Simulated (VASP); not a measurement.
# Hf (Im-3m) in VASP: a series of runs, part 2 of 2

VASP 6.6.1. Earlier steps stand in the parts before.

## 5. Single point, PBE

This run uses another cell than the first one, of 23.52 Å³/atom, 1.049 times its volume.

INCAR

```
PREC = Accurate ; ENCUT = 520
EDIFF = 1E-6 ; ISMEAR = 0
SIGMA = 0.026000000000000002 ; LREAL = F
LASPH = T ; NELM = 60
ALGO = Fast ; ISIF = 2
LWAVE = F ; LCHARG = T
GGA = PE ; LELF = T
LVHAR = T ; NBANDS = 11
```

KPOINTS

```
regular mesh
0
Gamma
  10 10 10
```

POSCAR

```
Hf
1.0
   -1.8050000000      1.8050000000      1.8050000000
    1.8050000000     -1.8050000000      1.8050000000
    1.8050000000      1.8050000000     -1.8050000000
Hf
1
Direct
    0.0000000000      0.0000000000      0.0000000000
```

Potentials or basis: VASP PAW PBE potentials, release 64 (Hf_pv).

On the command line:

```bash
$ cat potpaw_PBE.64/Hf_pv/POTCAR > POTCAR
$ mpirun -np 1 vasp_std > vasp.out
```

OUTCAR:

```text
PREC = Accurate
   ENCUT = 520
   EDIFF = 1E-6
   ISMEAR = 0
   LREAL = F
   LASPH = T
   NELM = 60
   ISIF = 2
   GGA = PE

 ion  position               nearest neighbor table
   1  0.000  0.000  0.000-

  LATTYP: Found a body centered cubic cell.
 ALAT       =     3.6100000000

  Lattice vectors:

 A1 = (  -1.8050000000,   1.8050000000,   1.8050000000)
 A2 = (   1.8050000000,  -1.8050000000,   1.8050000000)
 A3 = (   1.8050000000,   1.8050000000,  -1.8050000000)

Analysis of symmetry for initial positions (statically):
=====================================================================
 Subroutine PRICEL returns:
 Original cell was already a primitive cell.

 Routine SETGRP: Setting up the symmetry group for a
 body centered cubic supercell.

 Subroutine GETGRP returns: Found 48 space group operations
[... 9 lines left out ...]

 Routine SETGRP: Setting up the symmetry group for a
 body centered cubic supercell.

 Subroutine GETGRP returns: Found 48 space group operations
[... 11 lines left out ...]
                                     Primitive cell

  volume of cell :      23.5229

  direct lattice vectors                    reciprocal lattice vectors
    -1.805000000  1.805000000  1.805000000     0.000000000  0.277008310  0.277008310
     1.805000000 -1.805000000  1.805000000     0.277008310  0.000000000  0.277008310
     1.805000000  1.805000000 -1.805000000     0.277008310  0.277008310  0.000000000

  length of vectors
     3.126351708  3.126351708  3.126351708     0.391748909  0.391748909  0.391748909

  position of ions in fractional coordinates (direct lattice)
     0.000000000  0.000000000  0.000000000

  ion indices of the primitive-cell ions
   primitive index   ion index
                 1           1

----------------------------------------------------------------------------------------

 KPOINTS: regular mesh

Automatic generation of k-mesh.
 Grid dimensions read from file:
[... 82 lines left out ...]
   IALGO  =     68    algorithm
   IMIX   =      4    mixing-type and parameters
     AMIX     =   0.40;   BMIX     =  1.00
     AMIX_MAG =   1.60;   BMIX_MAG =  1.00
  volume/ion in A,a.u.               =      23.52       158.74
  Fermi-wavevector in a.u.,A,eV,Ry     =   1.230961  2.326179 20.616432  1.515265
  Thomas-Fermi vector in A             =   2.365789
   LORBIT       =      0    0 simple, 1 ext, 2 COOP (PROOUT), +10 PAW based schemes
   GGA     = PE    functional components
   LHFCALC =     F    Hartree Fock is set to
   AEXX    =    0.0000 exact exchange contribution
   IVDW    =     0    specifies the selected vdW correction
   LEPSILON=     F    determine dielectric tensor
   LRPA    =     F    only Hartree local field effects (RPA)
 non-spin polarized calculation
 RMM-DIIS sequential band-by-band and
 Gauss-broadening in eV      SIGMA  =   0.03
  energy-cutoff  :      520.00
  volume of cell :       23.52
 maximum number of plane-waves:       682
   NGX = 11   NGY = 11   NGZ = 11

 number of electron      10.0000001 magnetization

 Free energy of the ion-electron system (eV)
  ---------------------------------------------------
  ext. energy  EPLUGINS =         0.00000000
  ---------------------------------------------------
  free energy    TOTEN  =        -9.72476612 eV

  energy without entropy =       -9.72407374  energy(sigma->0) =       -9.72441993

 E-fermi :   4.2526     XC(G=0): -11.0586

 val. band max:        4.2478039830   @ k =   0.3000   0.2000  -0.0000
 cond. band min:       4.3038632446   @ k =  -0.4000   0.4000   0.1000
 fundamental gap:      0.0560592616
 Fermi energy:         4.2525893696

 k-point     1 :       0.0000    0.0000    0.0000
  band No.  band energies     occupation
      1     -25.7915      2.00000
      2     -25.7915      2.00000
      3     -25.7915      2.00000
      4      -2.6290      2.00000
      5       5.7280      0.00000
      6       5.7280      0.00000
      7       5.7280      0.00000
      8       8.3650      0.00000
      9       8.3650      0.00000
     10      17.2904      0.00000
     11      17.2904      0.00000
[... 309 lines left out ...]
 k-point    24 :      -0.3000    0.3000    0.1000
  band No.  band energies     occupation
      1     -26.2421      2.00000
      2     -25.9652      2.00000
      3     -25.8450      2.00000
      4       0.1979      2.00000
      5       4.4719      0.00000
      6       4.6879      0.00000
      7       7.1111      0.00000
      8       8.4765      0.00000
      9       9.0943      0.00000
     10      15.9418      0.00000
     11      18.1558      0.00000

 [... further k-points ...]
[... 5 lines left out ...]
  --------------------------------------------------------------------------------------
  -------------------------------------------------------------------------------------
  Total       -0.7884396     -0.7884396     -0.7884396     -0.0000000     -0.0000000      0.0000000
  in kB      -53.7016251    -53.7016251    -53.7016251     -0.0000000     -0.0000000      0.0000000
  external PRESSURE =     -53.7016251 kB  Pullay stress =       0.0000000 kB

 VOLUME and BASIS-vectors are now :
 -----------------------------------------------------------------------------
  energy-cutoff  :      520.00
  volume of cell :       23.52
      direct lattice vectors                 reciprocal lattice vectors
    -1.805000000  1.805000000  1.805000000     0.000000000  0.277008310  0.277008310
     1.805000000 -1.805000000  1.805000000     0.277008310  0.000000000  0.277008310
     1.805000000  1.805000000 -1.805000000     0.277008310  0.277008310  0.000000000

 POSITION                                       TOTAL-FORCE (eV/Angst)
 -----------------------------------------------------------------------------------
      0.00000      0.00000      0.00000         0.000000      0.000000     -0.000000
 -----------------------------------------------------------------------------------
    total drift:                               -0.000000      0.000000      0.000000

  FREE ENERGIE OF THE ION-ELECTRON SYSTEM (eV)
  ---------------------------------------------------
  free  energy   TOTEN  =        -9.7247661185 eV

  energy  without entropy=       -9.7240737407  energy(sigma->0) =       -9.72441993
```

stdout:

```text
POSCAR found type information on POSCAR Hf
 POSCAR found :  1 types and       1 ions
 scaLAPACK will be used
 LDA part: xc-table for (Slater+PW92), standard interpolation
 POSCAR, INCAR and KPOINTS ok, starting setup
 FFT: planning ... GRIDC
 FFT: planning ... GRID_SOFT
 FFT: planning ... GRID
 WAVECAR not read
 entering main loop
```

It took 9.5 s on 1 thread of Intel Xeon 8259CL, shared host; peak memory 0.14 GiB.

What came out:

- Free energy: -9.7248 eV
- Pressure: -5.4 GPa
- Band gap on the k mesh: zero (band 5 reaches 5.73 eV, above the bottom of band 6 at 3.54 eV)

Caveat: spin-orbit coupling is left out, which moves the levels of the heavy elements.

## 6. Relaxation of cell and atoms, PBE+D3(BJ)

This run uses another cell than the first one, of 23.52 Å³/atom, 1.049 times its volume.

INCAR

```
SYSTEM = Hf
PREC = Accurate
ENCUT = 600
EDIFF = 1E-6
ISMEAR = -1
SIGMA = 0.05
LREAL = .FALSE.
LASPH = .TRUE.
NELM = 80
ALGO = Normal
ISIF = 3
LWAVE = .FALSE.
LCHARG = .FALSE.
GGA = PE
IVDW = 12
IBRION = 2
NSW = 60
EDIFFG = -0.01
```

KPOINTS

```
regular mesh
0
G
  10 10 10
  0 0 0
```

POSCAR is that of step 5.

Potentials or basis: VASP PAW PBE potentials, release 64 (Hf_pv).

On the command line:

```bash
$ cat potpaw_PBE.64/Hf_pv/POTCAR > POTCAR
$ mpirun -np 1 vasp_std > vasp.out
```

OUTCAR:

```text
SYSTEM = Hf
   PREC = Accurate
   ENCUT = 600
   EDIFF = 1E-6
   ISMEAR = -1
   LREAL = .FALSE.
   LASPH = .TRUE.
   NELM = 80
   ISIF = 3
   GGA = PE
   IVDW = 12
   IBRION = 2
   NSW = 60
   EDIFFG = -0.01
 IVDW          = 12

 ion  position               nearest neighbor table
   1  0.000  0.000  0.000-

  LATTYP: Found a body centered cubic cell.
 ALAT       =     3.6100000000

  Lattice vectors:

 A1 = (  -1.8050000000,   1.8050000000,   1.8050000000)
 A2 = (   1.8050000000,  -1.8050000000,   1.8050000000)
 A3 = (   1.8050000000,   1.8050000000,  -1.8050000000)

Analysis of symmetry for initial positions (statically):
=====================================================================
 Subroutine PRICEL returns:
 Original cell was already a primitive cell.

 Routine SETGRP: Setting up the symmetry group for a
 body centered cubic supercell.

 Subroutine GETGRP returns: Found 48 space group operations
[... 9 lines left out ...]

 Routine SETGRP: Setting up the symmetry group for a
 body centered cubic supercell.

 Subroutine GETGRP returns: Found 48 space group operations
[... 11 lines left out ...]
                                     Primitive cell

  volume of cell :      23.5229

  direct lattice vectors                    reciprocal lattice vectors
    -1.805000000  1.805000000  1.805000000     0.000000000  0.277008310  0.277008310
     1.805000000 -1.805000000  1.805000000     0.277008310  0.000000000  0.277008310
     1.805000000  1.805000000 -1.805000000     0.277008310  0.277008310  0.000000000

  length of vectors
     3.126351708  3.126351708  3.126351708     0.391748909  0.391748909  0.391748909

  position of ions in fractional coordinates (direct lattice)
     0.000000000  0.000000000  0.000000000

  ion indices of the primitive-cell ions
   primitive index   ion index
                 1           1

----------------------------------------------------------------------------------------

 KPOINTS: regular mesh

Automatic generation of k-mesh.
 Grid dimensions read from file:
 generate k-points for:   10   10   10

 Generating k-lattice:

  Cartesian coordinates                     Fractional coordinates (reciprocal lattice)
     0.000000000  0.027700831  0.027700831     0.100000000  0.000000000  0.000000000
     0.027700831  0.000000000  0.027700831     0.000000000  0.100000000  0.000000000
     0.027700831  0.027700831  0.000000000     0.000000000  0.000000000  0.100000000

  Length of vectors
     0.039174891  0.039174891  0.039174891

  Shift w.r.t. Gamma in fractional coordinates (k-lattice)
     0.000000000  0.000000000  0.000000000

 Subroutine IBZKPT returns following result:
 ===========================================

 Found     47 irreducible k-points:

 Following reciprocal coordinates:
            Coordinates               Weight
  0.000000  0.000000  0.000000      1.000000
  0.100000  0.000000  0.000000     12.000000
  0.200000  0.000000  0.000000     12.000000
  0.300000  0.000000  0.000000     12.000000
  0.400000  0.000000  0.000000     12.000000
  0.500000  0.000000  0.000000      6.000000
[... 16 lines left out ...]
  0.300000  0.300000  0.100000      8.000000
 -0.300000  0.300000  0.100000     24.000000
 [... further k-points ...]
   k-points           NKPTS =     47   k-points in BZ     NKDIM =     47   number of bands    NBANDS=      9
   number of dos      NEDOS =    301   number of ions     NIONS =      1
   total plane-waves  NPLWV =  21952
   dimension x,y,z NGX =    28 NGY =   28 NGZ =   28
   dimension x,y,z NGXF=    56 NGYF=   56 NGZF=   56
   ions per type =               1
   NGX,Y,Z   is equivalent  to a cutoff of  14.89, 14.89, 14.89 a.u.
   NGXF,Y,Z  is equivalent  to a cutoff of  29.78, 29.78, 29.78 a.u.
 SYSTEM =  Hf
   PREC   = accura    normal or accurate (medium, high low for compatibility)
   ISTART =      0    job   : 0-new  1-cont  2-samecut
   ICHARG =      2    charge: 1-file 2-atom 10-const
   ISPIN  =      1    spin polarized calculation?
   LNONCOLLINEAR =      F non collinear calculations
   LSORBIT =      F    spin-orbit coupling
   LASPH  =      T    aspherical Exc in radial PAW
   ENCUT  =  600.0 eV  44.10 Ry    6.64 a.u.   6.24  6.24  6.24*2*pi/ulx,y,z
   NELM   =     80;   NELMIN=  2; NELMDL= -5     # of ELM steps
   EDIFF  = 0.1E-05   stopping-criterion for ELM
   LREAL  =      F    real-space projection
   EDIFFG = -.1E-01   stopping-criterion for IOM
   NSW    =     60    number of steps for IOM
   IBRION =      2    ionic relax: 0-MD 1-quasi-New 2-CG
   NFREE  =      1    steps in history (QN), initial steepest desc. (CG)
   ISIF   =      3    stress and relaxation
   ISYM   =      2    0-nonsym 1-usesym 2-fastsym
   POTIM  = 0.5000    time-step for ionic-motion
   TEBEG  =    0.0;   TEEND  =   0.0 temperature during run
   PSTRESS=    0.0 pullay stress
   NELECT =      10.0000    total number of electrons
   NUPDOWN=      -1.0000    fix difference up-down
   EMIN   =  10.00;   EMAX   =-10.00  energy-range for DOS
   EFERMI =   0.00;   METHOD = LEGACY
   ISMEAR =    -1;   SIGMA  =   0.05  broadening in eV -4-tet -1-fermi 0-gaus
   EFERMI_NEDOS =   21; number of points for ismear=-14 and -15
   IALGO  =     38    algorithm
   IMIX   =      4    mixing-type and parameters
     AMIX     =   0.40;   BMIX     =  1.00
     AMIX_MAG =   1.60;   BMIX_MAG =  1.00
  volume/ion in A,a.u.               =      23.52       158.74
  Fermi-wavevector in a.u.,A,eV,Ry     =   1.230961  2.326179 20.616432  1.515265
  Thomas-Fermi vector in A             =   2.365789
   LORBIT       =      0    0 simple, 1 ext, 2 COOP (PROOUT), +10 PAW based schemes
   GGA     = PE    functional components
   LHFCALC =     F    Hartree Fock is set to
   AEXX    =    0.0000 exact exchange contribution
   IVDW    =    12    specifies the selected vdW correction
   LEPSILON=     F    determine dielectric tensor
   LRPA    =     F    only Hartree local field effects (RPA)
 conjugate gradient relaxation of ions
 non-spin polarized calculation
  energy-cutoff  :      600.00
  volume of cell :       23.52
 maximum number of plane-waves:       802
 NGX is ok and might be reduce to    28
   NGX = 13   NGY = 13   NGZ = 13

--------------------------------------- Ionic step        1  -------------------------------------------

 number of electron      10.0000000 magnetization

 number of electron       9.9999999 magnetization

 Free energy of the ion-electron system (eV)
  ---------------------------------------------------
  ext. energy  EPLUGINS =         0.00000000
  ---------------------------------------------------
  free energy    TOTEN  =        -9.73175215 eV

  energy without entropy =       -9.71649120  energy(sigma->0) =       -9.72412167

------------------------ aborting loop because EDIFF is reached ----------------------------------------

 Edisp (eV)   -0.42696

 E8    (eV) :    -0.2288

  FORCE on cell =-STRESS in cart. coord.  units (eV):
  Direction    XX          YY          ZZ          XY          YZ          ZX
  --------------------------------------------------------------------------------------
  -------------------------------------------------------------------------------------
  Total      -1.21612    -1.21612    -1.21612    -0.00000     0.00000    -0.00000
  in kB     -82.83132   -82.83132   -82.83132    -0.00000     0.00000    -0.00000
  external pressure =      -82.83 kB  Pullay stress =        0.00 kB
[... 98 lines left out ...]
  energy  without entropy=      -10.2008974736  energy(sigma->0) =      -10.20760453

--------------------------------------- Ionic step        4  -------------------------------------------

 number of electron      10.0000000 magnetization

 Free energy of the ion-electron system (eV)
  ---------------------------------------------------
  ext. energy  EPLUGINS =         0.00000000
  ---------------------------------------------------
  free energy    TOTEN  =        -9.74524887 eV

  energy without entropy =       -9.73184676  energy(sigma->0) =       -9.73854782

 E-fermi :   4.8618     XC(G=0): -11.4653

 val. band max:        4.8166183613   @ k =  -0.4000   0.4000   0.1000
 cond. band min:       4.8889805796   @ k =   0.3000   0.2000  -0.0000
 fundamental gap:      0.0723622182
 Fermi energy:         4.8617930124

 k-point     1 :       0.0000    0.0000    0.0000
  band No.  band energies     occupation
      1     -24.8324      2.00000
      2     -24.8324      2.00000
      3     -24.8324      2.00000
      4      -2.3175      2.00000
      5       6.4067      0.00000
      6       6.4067      0.00000
      7       6.4067      0.00000
      8       9.3031      0.00000
      9       9.3031      0.00000
[... 265 lines left out ...]
 k-point    24 :      -0.3000    0.3000    0.1000
  band No.  band energies     occupation
      1     -25.4464      2.00000
      2     -25.0644      2.00000
      3     -24.9062      2.00000
      4       0.7151      2.00000
      5       5.0424      0.05258
      6       5.2423      0.00099
      7       7.9182      0.00000
      8       9.4846      0.00000
      9      10.1813      0.00000

 [... further k-points ...]

------------------------ aborting loop because EDIFF is reached ----------------------------------------

 Edisp (eV)   -0.46908

 E8    (eV) :    -0.2517

  FORCE on cell =-STRESS in cart. coord.  units (eV):
  Direction    XX          YY          ZZ          XY          YZ          ZX
  --------------------------------------------------------------------------------------
  -------------------------------------------------------------------------------------
  Total       0.00440     0.00440     0.00440     0.00000     0.00000    -0.00000
  in kB       0.32792     0.32792     0.32792     0.00000     0.00000    -0.00000
  external pressure =        0.33 kB  Pullay stress =        0.00 kB
[... 16 lines left out ...]
  FREE ENERGIE OF THE ION-ELECTRON SYSTEM (eV)
  ---------------------------------------------------
  free  energy   TOTEN  =       -10.2143251039 eV

  energy  without entropy=      -10.2009229950  energy(sigma->0) =      -10.20762405

 reached required accuracy - stopping structural energy minimisation
```

OSZICAR:

```text
N       E                     dE             d eps       ncg     rms          rms(c)
DAV:   1     0.783903664639E+01    0.78390E+01   -0.65753E+03   846   0.115E+03
DAV:   2    -0.976941520660E+01   -0.17608E+02   -0.17063E+02  1258   0.140E+02
DAV:   3    -0.101107916411E+02   -0.34138E+00   -0.33695E+00  1024   0.141E+01
DAV:   4    -0.101126377440E+02   -0.18461E-02   -0.18451E-02   992   0.106E+00
[... 28 lines left out ...]
       N       E                     dE             d eps       ncg     rms          rms(c)
DAV:   1    -0.974538946386E+01    0.72061E-03   -0.36293E-03   849   0.560E-01    0.108E-01
DAV:   2    -0.974528033790E+01    0.10913E-03   -0.14770E-04   852   0.117E-01    0.398E-02
DAV:   3    -0.974524869656E+01    0.31641E-04   -0.10011E-04   872   0.842E-02    0.174E-02
DAV:   4    -0.974524887238E+01   -0.17582E-06   -0.85287E-07   645   0.101E-02
   4 F= -.10214325E+02 E0= -.10207624E+02  d E =-.556127E-01
```

Run time: 40 s. Hardware: 1 thread of Intel Xeon 8259CL, shared host; peak memory 0.18 GiB.

Results:

```
Free energy                            : -10.2143 eV
Relaxed volume                         : 21.50 Å³/atom
Relaxed cell                           : a = 3.034 Å, b = 3.034 Å, c = 3.034 Å, α = 109.47°, β = 109.47°, γ = 109.47°
Space group after relaxing (to 0.05 Å) : Im-3m (No. 229)
Energy gained by relaxing              : 55.6 meV/atom
Ionic steps                            : 4
Pressure after relaxing                : 0.0 GPa
Band gap on the k mesh                 : zero (band 5 reaches 6.41 eV, above the bottom of band 6 at 4.06 eV)
Dispersion energy per atom             : -0.469 eV
```

The path:
```tsv
step	energy change (eV)	largest force (eV/Å)	pressure (GPa)	volume (Å³)
1	0.0000	0.0000	-8.28	23.52
2	0.0060	0.0000	11.04	19.62
3	-0.0556	0.0000	-0.15	21.54
4	-0.0556	0.0000	0.03	21.50
```

Final structure:
```xyz
1
Lattice="-1.7517 1.7517 1.7517 1.7517 -1.7517 1.7517 1.7517 1.7517 -1.7517" Properties=species:S:1:pos:R:3 pbc="T T T"
Hf    0.0000    0.0000    3.5034
```

Caveat: spin-orbit coupling is left out, which moves the levels of the heavy elements; pairwise dispersion overbinds metals, which lowers pressure and volume.

## 7. Overview

```tsv
task	level	cell	cutoff (eV)	smearing	gap on the mesh (eV)	pressure (GPa)
single point	RPBE+D4	a = 3.077 Å, angles 109.5°, 1 atom	520	fermi-dirac 0.05 eV	none	-0.4
single point	revPBE+D4	a = 3.073 Å, angles 109.5°, 1 atom	520	fermi-dirac 0.05 eV	none	-0.4
single point	PBEsol	a = 3.126 Å, angles 109.5°, 1 atom	520	gaussian 0.1 eV	none	-9.4
single point	PBE	a = 3.126 Å, angles 109.5°, 1 atom	520	gaussian 0.026 eV	none	-5.4
relaxation of cell and atoms	PBE+D3(BJ)	relaxed from a = 3.126 Å, angles 109.5°, 1 atom	600	fermi-dirac 0.05 eV	none	0.0
```

Alike in all rows: potentials or basis VASP PAW PBE potentials, release 64 (Hf_pv); no spin polarisation; k mesh 10 × 10 × 10.

Caveats: spin-orbit coupling is left out, which moves the levels of the heavy elements; the PAW data sets were made with another functional, which shifts forces and pressure a little (some runs); pairwise dispersion overbinds metals, which lowers pressure and volume (some runs).

Total energies depend on the potentials used, so only differences within one code and one set of settings carry meaning.
